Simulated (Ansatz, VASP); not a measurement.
## One calculation of Ba2Os, two programs

```
CELL_PARAMETERS angstrom
0.00000 4.15764 0.00000
4.15764 0.00000 0.00000
2.07882 2.07882 -7.39656
ATOMIC_POSITIONS crystal
Os 0.00000 0.00000 0.00000
Ba 0.37000 0.37000 0.26000
Ba 0.63000 0.63000 0.74000
```

Alike in both runs: task relaxation of cell and atoms; functional RPBE; k mesh 5 × 5 × 5; no spin polarisation.

|  | VASP | Ansatz |
| --- | --- | --- |
| version | VASP 6.6.1 | Ansatz 0.2.0 |
| potentials or method | VASP PAW PBE potentials, release 64 (Os, Ba_sv), cutoff 600 eV | PAW plane waves |
| occupations | fermi-dirac, width 0.1 eV | fermi-dirac |
| valence electrons in the cell | 28 | 36 |

```tsv
	VASP	Ansatz	Ansatz less VASP
gap on the k mesh at the Fermi level, each at its own relaxed structure (eV)	none	none	-
relaxed volume (Å³/atom)	40.91	40.07	-0.845
relaxed cell length with the largest relative difference (Å)	3.866	3.824	-0.0425
```

VASP's potentials were made for PBE, not for RPBE. A gap of «none» marks a metal or a gap that the smearing closes. VASP's potentials hold 28 valence electrons a cell and Ansatz's 36, so a difference there can come from the potentials and not from the codes. Ansatz's warnings: structure snapped to symmetry.

Spin-orbit coupling is off throughout.
